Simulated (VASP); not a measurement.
BP: dielectric tensor with PBE

BP:

```
B P
1.0
     0.00000    2.26832    2.26832
     2.26832    0.00000    2.26832
     2.26832    2.26832    0.00000
B P
1 1
Direct
  0.00000 0.00000 0.00000
  0.25000 0.25000 0.25000
```

```json
{"Program": "VASP 6.6.1", "Task": "dielectric tensor", "Functional": "PBE", "Potentials or basis": "VASP PAW PBE potentials, release 64 (B, P)", "Cutoff": "520 eV", "k mesh": "8 × 8 × 8", "Occupations": "gaussian, width 0.01 eV", "Spin": "no spin polarisation", "Dipole correction": "no", "Further INCAR settings": "ALGO = Normal; EDIFF = 1e-08"}
```

```
Band gap on the k mesh                  : 1.27 eV, indirect (least direct gap 3.40 eV)
Electronic dielectric tensor (diagonal) : 9.50
Born charges (mean of the diagonal)     : B -0.50; P +0.50 e
```

Levels at points of the mesh, in eV from the valence-band top:
| k point | band 2 | band 3 | band 4 | band 5 | band 6 | band 7 |
| --- | --- | --- | --- | --- | --- | --- |
| (0.00, 0.00, 0.00) | 0.00 | 0.00 | 0.00 | 3.40 | 3.40 | 3.40 |
| (0.50, 0.00, 0.00) | -9.04 | -1.76 | -1.76 | 3.79 | 4.71 | 4.71 |
| (0.50, 0.50, 0.00) | -8.59 | -4.12 | -4.12 | 1.33 | 1.66 | 12.13 |

Electronic dielectric tensor:
```
9.50 0.00 0.00
0.00 9.50 0.00
0.00 0.00 9.50
```

Born effective charge tensors (e):
atom 1, B
```
-0.50  0.00  0.00
 0.00 -0.50  0.00
 0.00  0.00 -0.50
```
atom 2, P
```
0.50 0.00 0.00
0.00 0.50 0.00
0.00 0.00 0.50
```

Wall time 86 s on 1 thread of Intel Xeon 8259CL (shared host), peak memory 0.17 GiB.

A k mesh can miss the band edges.
